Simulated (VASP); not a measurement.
C: relaxation of cell and atoms with r2SCAN

Crystal: C.

```
C
1.0
    -1.18262    1.18262    1.18262
     1.18262   -1.18262    1.18262
     1.18262    1.18262   -1.18262
C
1
Direct
  0.00000 0.00000 0.00000
```

* Program: VASP 6.6.1
* Task: relaxation of cell and atoms
* Functional: r2SCAN
* Potentials or basis: VASP PAW PBE potentials, release 64 (C)
* Cutoff: 600 eV
* k mesh: 18 × 18 × 18
* Occupations: fermi-dirac, width 0.1 eV
* Spin: no spin polarisation
* Dipole correction: no
* Further INCAR settings: ALGO = Normal; EDIFF = 1e-06; IBRION = 2; EDIFFG = -0.01; NSW = 80; ISIF = 3

The relaxed volume is 6.81 Å³/atom. The relaxed cell is a = 2.068 Å, b = 2.068 Å, c = 2.068 Å, α = 109.47°, β = 109.47°, γ = 109.47° and the space group after relaxing (to 0.05 Å) is Im-3m (No. 229). The energy gained by relaxing is 3.2 meV/atom and the ionic steps are 3. The pressure after relaxing is 0.0 GPa and the band gap on the k mesh is zero (band 2 reaches 17.89 eV, above the bottom of band 3 at 3.14 eV).

Step by step:
```csv
step,energy change (eV),largest force (eV/Å),pressure (GPa),volume (Å³)
1,0.0000,0.0000,5.45,6.62
2,-0.0031,0.0000,-0.74,6.83
3,-0.0032,0.0000,0.04,6.81
```

Final structure:
```
C
1.0
    -1.19384    1.19384    1.19384
     1.19384   -1.19384    1.19384
     1.19384    1.19384   -1.19384
C
1
Cartesian
  0.0000 0.0000 0.0000
```

Levels at points of the mesh, in eV from the Fermi level:
```tsv
k point	band 1	band 2	band 3	band 4	band 5
(0.00, 0.00, 0.00)	-20.57	9.57	9.57	9.57	34.21
(0.50, 0.00, 0.00)	-9.30	-9.11	4.63	8.16	22.59
(0.50, 0.50, 0.50)	-1.65	-1.65	-1.65	0.13	12.78
```

Wall time 31 s on 1 thread of Intel(R) Xeon(R) Platinum 8259CL CPU @ 2.50GHz (Skylake/Cascade Lake), on a shared host, peak memory 0.11 GiB.

Caveat: the PAW data sets were made with another functional, which shifts forces and pressure a little.
